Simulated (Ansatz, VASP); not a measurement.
## Two plane-wave programs on Be2ZnTe3

Contents of POSCAR:

```
Be2ZnTe3
1.0
   -2.0560109000      2.0560109000      8.8163977000
    2.0560109000     -2.0560109000      8.8163977000
    2.0560109000      2.0560109000     -8.8163977000
Be Zn Te
2 1 3
Direct
    0.6712000000      0.6712000000      0.0000000000
    0.3288000000      0.3288000000      0.0000000000
    0.0000000000      0.0000000000      0.0000000000
    0.5935640000      0.0935640000      0.5000000000
    0.2500000000      0.7500000000      0.5000000000
    0.9064360000      0.4064360000      0.5000000000
```

File INCAR.step1:

```
PREC     = Accurate       # precision mode
ENCUT    = 520            # plane-wave cutoff, eV
ISMEAR   = 0              # smearing method
SIGMA    = 0.02           # smearing width, eV
LREAL    = False          # projectors in reciprocal space
LASPH    = True           # aspherical terms in the spheres
NELM     = 60             # most SCF steps
NBANDS   = 26             # bands
GGA      = PE             # functional
ALGO     = Normal         # electronic algorithm
EDIFF    = 1E-4           # SCF threshold, eV
LWAVE    = True           # write WAVECAR
LCHARG   = False          # write CHGCAR
```

INCAR.step2

```
PREC     = Accurate       # precision mode
ENCUT    = 520            # plane-wave cutoff, eV
EDIFF    = 1E-6           # SCF threshold, eV
ISMEAR   = 0              # smearing method
SIGMA    = 0.02           # smearing width, eV
LREAL    = False          # projectors in reciprocal space
LASPH    = True           # aspherical terms in the spheres
NELM     = 60             # most SCF steps
ALGO     = Normal         # electronic algorithm
ISIF     = 2              # what is computed and relaxed
LWAVE    = False          # write WAVECAR
LCHARG   = False          # write CHGCAR
METAGGA  = R2SCAN         # meta-GGA
LMIXTAU  = True         
NBANDS   = 26             # bands
ISTART   = 1
```

Contents of KPOINTS:

```
Automatic mesh
0
Gamma
  10 10 10
```

Input for Ansatz:

```yaml
crystal:
  lattice:
    - [-2.0560109, 2.0560109, 8.8163977]
    - [2.0560109, -2.0560109, 8.8163977]
    - [2.0560109, 2.0560109, -8.8163977]
  atoms:
    - { symbol: Be, position: [0.6712, 0.6712, 0.0] }
    - { symbol: Be, position: [0.3288, 0.3288, 0.0] }
    - { symbol: Zn, position: [0.0, 0.0, 0.0] }
    - { symbol: Te, position: [0.593564, 0.093564, 0.5] }
    - { symbol: Te, position: [0.25, 0.75, 0.5] }
    - { symbol: Te, position: [0.906436, 0.406436, 0.5] }
basis:
  ecutwfc: 500
kpoints:
  mp_grid: { grid: [10, 10, 10] }
  band_path:
    path:
      - [[0.0, 0.0, 0.0], [0.0, 0.0, 0.5], [0.25, 0.25, 0.25], [0.0, 0.5, 0.0], [0.0, 0.0, 0.0], [0.5, 0.5, -0.5], [0.26359592, 0.73640408, -0.26359592]]
      - [[-0.26359592, 0.26359592, 0.26359592], [0.0, 0.0, 0.0]]
      - [[0.0, 0.0, 0.5], [-0.02719183, 0.02719183, 0.5]]
      - [[0.5, 0.5, -0.02719183], [0.5, 0.5, -0.5]]
    npoints: 14
hamiltonian:
  xc: r2scan
scf:
  occupations: { method: gaussian, width: 0.02 }
  n_extra_bands: 15
output:
  forces: true
  stress: true
  eigenvalues: true
  populations: true
  dos: { projected: true, de: 0.02, nscf_kmesh: { grid: [15, 15, 15] } }
  bader: true
  write_density: true
  write_potential: true
  elf: true
  volumetric_format: npy
```

Alike in both runs: task single point; functional r2SCAN; k mesh 10 × 10 × 10; occupations gaussian, width 0.02 eV; no spin polarisation.

|  | VASP | Ansatz |
| --- | --- | --- |
| version | VASP 6.6.1 | Ansatz 0.2.0 |
| potentials or method | VASP PAW PBE potentials, release 64 (Be, Zn, Te), cutoff 520 eV | scalar-relativistic, plane waves, PAW |
| valence electrons in the cell | 34 | 64 |

|  | VASP | Ansatz | Ansatz less VASP |
| --- | --- | --- | --- |
| gap on the k mesh at the Fermi level (eV) | 2.36 | 2.36 | +0.005 |
| least direct gap on the mesh (eV) | 2.36 | 2.36 | +0.005 |
| pressure (GPa) | -0.6 | -0.7 | -0.11 |
| traceless stress, the component that is largest in VASP (GPa) | -0.09 | -0.09 | -0.001 |
| rms of the force components (eV/Å) | 0.061 | 0.059 | -0.0022 |

VASP's potentials were made for PBE, not for r2SCAN. Atom by atom the forces differ by 0.002 eV/Å (rms over components). The functional is the same, so the differences come from potentials, cutoffs and numerics. VASP's potentials hold 34 valence electrons a cell and Ansatz's 64, so a difference there can come from the potentials and not from the codes.

Spin-orbit coupling is off throughout.
